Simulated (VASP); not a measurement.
# Al (Fm-3m) in VASP: further runs

Runs on Al. Level: LDA. Tasks: single point.

Everything below comes from runs of VASP 6.6.1. Logs are shortened: lines on timing, memory, paths and dates and some standing lists are left out, and cuts for length are marked.

## 1. The cell of the first run

It takes space group Fm-3m (No. 225, cubic). Conventional cell: a = 3.817 Å, b = 3.817 Å, c = 3.817 Å, α = 90.00°, β = 90.00°, γ = 90.00°. Within 3.6 Å of Al (site symmetry m-3m) lie 12 Al at 2.70 Å.

## 2. Single point, LDA (volume scaled by 0.88)

File INCAR:

```
SYSTEM = Al
ALGO = Normal ; EDIFF = 1E-7
ENCUT = 520 ; ISIF = 2
ISMEAR = -1 ; LASPH = .TRUE.
LCHARG = .FALSE. ; LREAL = .FALSE.
LWAVE = .FALSE. ; NBANDS = 8
NELM = 100 ; PREC = Accurate
SIGMA = 0.1
```

File KPOINTS:

```
k-points
0
G
  22 22 22
  0 0 0
```

File POSCAR:

```
Al
1.0
    0.0000000000      1.9085270097      1.9085270097
    1.9085270097      0.0000000000      1.9085270097
    1.9085270097      1.9085270097      0.0000000000
Al
1
Direct
    0.0000000000      0.0000000000      0.0000000000
```

Potentials or basis: VASP PAW LDA potentials, release 64 (Al).

Launch:

```console
cat potpaw_LDA.64/Al/POTCAR > POTCAR
mpirun -np 1 vasp_std > vasp.out
```

OUTCAR:

```text
SYSTEM = Al
   EDIFF = 1E-7
   ENCUT = 520
   ISIF = 2
   ISMEAR = -1
   LASPH = .TRUE.
   LREAL = .FALSE.
   NELM = 100
   PREC = Accurate

 ion  position               nearest neighbor table
   1  0.000  0.000  0.000-

  LATTYP: Found a face centered cubic cell.
 ALAT       =     3.8170540194

  Lattice vectors:

 A1 = (   0.0000000000,   1.9085270097,   1.9085270097)
 A2 = (   1.9085270097,   0.0000000000,   1.9085270097)
 A3 = (   1.9085270097,   1.9085270097,   0.0000000000)

Analysis of symmetry for initial positions (statically):
=====================================================================
 Subroutine PRICEL returns:
 Original cell was already a primitive cell.

 Routine SETGRP: Setting up the symmetry group for a
 face centered cubic supercell.

 Subroutine GETGRP returns: Found 48 space group operations
 (whereof 48 operations were pure point group operations)
 out of a pool of 48 trial point group operations.

The static configuration has the point symmetry O_h .

Analysis of symmetry for dynamics (positions and initial velocities):
=====================================================================
 Subroutine PRICEL returns:
 Original cell was already a primitive cell.

 Routine SETGRP: Setting up the symmetry group for a
 face centered cubic supercell.

 Subroutine GETGRP returns: Found 48 space group operations
 (whereof 48 operations were pure point group operations)
 out of a pool of 48 trial point group operations.

The dynamic configuration has the point symmetry O_h .

 Subroutine INISYM returns: Found 48 space group operations
 (whereof 48 operations are pure point group operations),
 and found     1 'primitive' translations

----------------------------------------------------------------------------------------

                                     Primitive cell

  volume of cell :      13.9035

  direct lattice vectors                    reciprocal lattice vectors
     0.000000000  1.908527010  1.908527010    -0.261982145  0.261982145  0.261982145
     1.908527010  0.000000000  1.908527010     0.261982145 -0.261982145  0.261982145
     1.908527010  1.908527010  0.000000000     0.261982145  0.261982145 -0.261982145

  length of vectors
     2.699064781  2.699064781  2.699064781     0.453766386  0.453766386  0.453766386

  position of ions in fractional coordinates (direct lattice)
     0.000000000  0.000000000  0.000000000

  ion indices of the primitive-cell ions
   primitive index   ion index
                 1           1

----------------------------------------------------------------------------------------

 KPOINTS: k-points

Automatic generation of k-mesh.
 Grid dimensions read from file:
 generate k-points for:   22   22   22

 Generating k-lattice:

  Cartesian coordinates                     Fractional coordinates (reciprocal lattice)
    -0.011908279  0.011908279  0.011908279     0.045454545  0.000000000  0.000000000
     0.011908279 -0.011908279  0.011908279     0.000000000  0.045454545  0.000000000
     0.011908279  0.011908279 -0.011908279     0.000000000  0.000000000  0.045454545

  Length of vectors
     0.020625745  0.020625745  0.020625745

  Shift w.r.t. Gamma in fractional coordinates (k-lattice)
     0.000000000  0.000000000  0.000000000

 Subroutine IBZKPT returns following result:
 ===========================================

 Found    328 irreducible k-points:

 Following reciprocal coordinates:
            Coordinates               Weight
  0.000000  0.000000  0.000000      1.000000
  0.045455  0.000000  0.000000      8.000000
  0.090909  0.000000  0.000000      8.000000
  0.136364  0.000000  0.000000      8.000000
  0.181818  0.000000  0.000000      8.000000
  0.227273  0.000000  0.000000      8.000000
[... 16 lines left out ...]
  0.500000  0.045455  0.000000     24.000000
 -0.454545  0.045455  0.000000     24.000000
 [... further k-points ...]
   k-points           NKPTS =    328   k-points in BZ     NKDIM =    328   number of bands    NBANDS=      8
   number of dos      NEDOS =    301   number of ions     NIONS =      1
   total plane-waves  NPLWV =   8000
   dimension x,y,z NGX =    20 NGY =   20 NGZ =   20
   dimension x,y,z NGXF=    40 NGYF=   40 NGZF=   40
   ions per type =               1
   NGX,Y,Z   is equivalent  to a cutoff of  12.32, 12.32, 12.32 a.u.
   NGXF,Y,Z  is equivalent  to a cutoff of  24.64, 24.64, 24.64 a.u.
 SYSTEM =  Al
   PREC   = accura    normal or accurate (medium, high low for compatibility)
   ISTART =      0    job   : 0-new  1-cont  2-samecut
   ICHARG =      2    charge: 1-file 2-atom 10-const
   ISPIN  =      1    spin polarized calculation?
   LNONCOLLINEAR =      F non collinear calculations
   LSORBIT =      F    spin-orbit coupling
   LASPH  =      T    aspherical Exc in radial PAW
   ENCUT  =  520.0 eV  38.22 Ry    6.18 a.u.   5.02  5.02  5.02*2*pi/ulx,y,z
   NELM   =    100;   NELMIN=  2; NELMDL= -5     # of ELM steps
   EDIFF  = 0.1E-06   stopping-criterion for ELM
   LREAL  =      F    real-space projection
   EDIFFG = 0.1E-05   stopping-criterion for IOM
   NSW    =      0    number of steps for IOM
   IBRION =     -1    ionic relax: 0-MD 1-quasi-New 2-CG
   NFREE  =      0    steps in history (QN), initial steepest desc. (CG)
   ISIF   =      2    stress and relaxation
   ISYM   =      2    0-nonsym 1-usesym 2-fastsym
   POTIM  = 0.5000    time-step for ionic-motion
   TEBEG  =    0.0;   TEEND  =   0.0 temperature during run
   PSTRESS=    0.0 pullay stress
   NELECT =       3.0000    total number of electrons
   NUPDOWN=      -1.0000    fix difference up-down
   EMIN   =  10.00;   EMAX   =-10.00  energy-range for DOS
   EFERMI =   0.00;   METHOD = LEGACY
   ISMEAR =    -1;   SIGMA  =   0.10  broadening in eV -4-tet -1-fermi 0-gaus
   EFERMI_NEDOS =   21; number of points for ismear=-14 and -15
   IALGO  =     38    algorithm
   IMIX   =      4    mixing-type and parameters
     AMIX     =   0.40;   BMIX     =  1.00
     AMIX_MAG =   1.60;   BMIX_MAG =  1.00
  volume/ion in A,a.u.               =      13.90        93.83
  Fermi-wavevector in a.u.,A,eV,Ry     =   0.981914  1.855549 13.118136  0.964156
  Thomas-Fermi vector in A             =   2.112957
   LORBIT       =      0    0 simple, 1 ext, 2 COOP (PROOUT), +10 PAW based schemes
   GGA     = CA    functional components
   LHFCALC =     F    Hartree Fock is set to
   AEXX    =    0.0000 exact exchange contribution
   IVDW    =     0    specifies the selected vdW correction
   LEPSILON=     F    determine dielectric tensor
   LRPA    =     F    only Hartree local field effects (RPA)
 non-spin polarized calculation
  energy-cutoff  :      520.00
  volume of cell :       13.90
 maximum number of plane-waves:       388
   NGX =  9   NGY =  9   NGZ =  9

 number of electron       3.0000000 magnetization

 Free energy of the ion-electron system (eV)
  ---------------------------------------------------
  ext. energy  EPLUGINS =         0.00000000
  ---------------------------------------------------
  free energy    TOTEN  =        -4.12134679 eV

  energy without entropy =       -4.11053162  energy(sigma->0) =       -4.11593920

 E-fermi :   9.6728     XC(G=0): -10.9924

 val. band max:        9.6155275820   @ k =  -0.3636   0.4091   0.0455
 cond. band min:       9.6950376918   @ k =  -0.4091   0.4091   0.0909
 fundamental gap:      0.0795101098
 Fermi energy:         9.6728101402

 k-point     1 :       0.0000    0.0000    0.0000
  band No.  band energies     occupation
      1      -2.6426      2.00000
      2      23.2281      0.00000
      3      23.2281      0.00000
      4      23.2281      0.00000
      5      25.9623      0.00000
      6      25.9623      0.00000
      7      25.9623      0.00000
      8      27.5992      0.00000

 k-point     2 :       0.0455    0.0000    0.0000
  band No.  band energies     occupation
      1      -2.5799      2.00000
      2      22.1660      0.00000
      3      23.0843      0.00000
      4      23.0843      0.00000
      5      26.2069      0.00000
      6      26.2069      0.00000
      7      26.2838      0.00000
      8      28.2970      0.00000

 k-point     3 :       0.0909    0.0000    0.0000
  band No.  band energies     occupation
      1      -2.3919      2.00000
      2      20.2829      0.00000
      3      22.7616      0.00000
      4      22.7616      0.00000
      5      26.3131      0.00000
      6      26.8278      0.00000
      7      26.8278      0.00000
      8      29.6290      0.00000

 k-point     4 :       0.1364    0.0000    0.0000
  band No.  band energies     occupation
      1      -2.0791      2.00000
      2      18.2877      0.00000
      3      22.4070      0.00000
      4      22.4070      0.00000
      5      26.1457      0.00000
      6      27.6298      0.00000
      7      27.6298      0.00000
      8      28.6776      0.00000

 k-point     5 :       0.1818    0.0000    0.0000
  band No.  band energies     occupation
      1      -1.6428      2.00000
      2      16.3112      0.00000
      3      22.0927      0.00000
      4      22.0927      0.00000
      5      25.9398      0.00000
      6      27.4609      0.00000
      7      27.4609      0.00000
      8      28.8380      0.00000
[... 177 lines left out ...]
 k-point    22 :       0.4545    0.0455    0.0000
  band No.  band energies     occupation
      1       3.1237      2.00000
      2       6.6570      2.00000
      3      20.9259      0.00000
      4      21.3135      0.00000
      5      22.6453      0.00000
      6      24.1521      0.00000
      7      26.6838      0.00000
      8      27.9666      0.00000

 k-point    23 :       0.5000    0.0455    0.0000
  band No.  band energies     occupation
      1       4.2679      2.00000
      2       5.3349      2.00000
      3      20.9327      0.00000
      4      21.2049      0.00000
      5      22.8621      0.00000
      6      23.7039      0.00000
      7      26.8250      0.00000
      8      27.6464      0.00000

 k-point    24 :      -0.4545    0.0455    0.0000
  band No.  band energies     occupation
      1       3.8960      2.00000
      2       5.7424      2.00000
      3      20.6067      0.00000
      4      21.5734      0.00000
      5      23.2292      0.00000
      6      23.3678      0.00000
      7      26.6791      0.00000
      8      27.8214      0.00000

 [... further k-points ...]

------------------------ aborting loop because EDIFF is reached ----------------------------------------

  FORCE on cell =-STRESS in cart. coord.  units (eV):
  Direction    XX          YY          ZZ          XY          YZ          ZX
  --------------------------------------------------------------------------------------
  -------------------------------------------------------------------------------------
  Total        1.2673541      1.2673541      1.2673541      0.0000000     -0.0000000      0.0000000
  in kB      146.0439709    146.0439709    146.0439709      0.0000000     -0.0000000      0.0000000
  external PRESSURE =     146.0439709 kB  Pullay stress =       0.0000000 kB

 VOLUME and BASIS-vectors are now :
 -----------------------------------------------------------------------------
  energy-cutoff  :      520.00
  volume of cell :       13.90
      direct lattice vectors                 reciprocal lattice vectors
     0.000000000  1.908527010  1.908527010    -0.261982145  0.261982145  0.261982145
     1.908527010  0.000000000  1.908527010     0.261982145 -0.261982145  0.261982145
     1.908527010  1.908527010  0.000000000     0.261982145  0.261982145 -0.261982145

 POSITION                                       TOTAL-FORCE (eV/Angst)
 -----------------------------------------------------------------------------------
      0.00000      0.00000      0.00000         0.000000      0.000000      0.000000
 -----------------------------------------------------------------------------------
    total drift:                                0.000000     -0.000000     -0.000000

  FREE ENERGIE OF THE ION-ELECTRON SYSTEM (eV)
  ---------------------------------------------------
  free  energy   TOTEN  =        -4.1213467893 eV

  energy  without entropy=       -4.1105316202  energy(sigma->0) =       -4.11593920
```

It took 32 s on 1 thread of AMD EPYC 7R13 (Zen 3), shared host; peak memory 0.1 GiB.

Results:

```yaml
Free_energy: -4.1213 eV
Pressure: 14.6 GPa
```

(Part 1 of 2 ends here.)
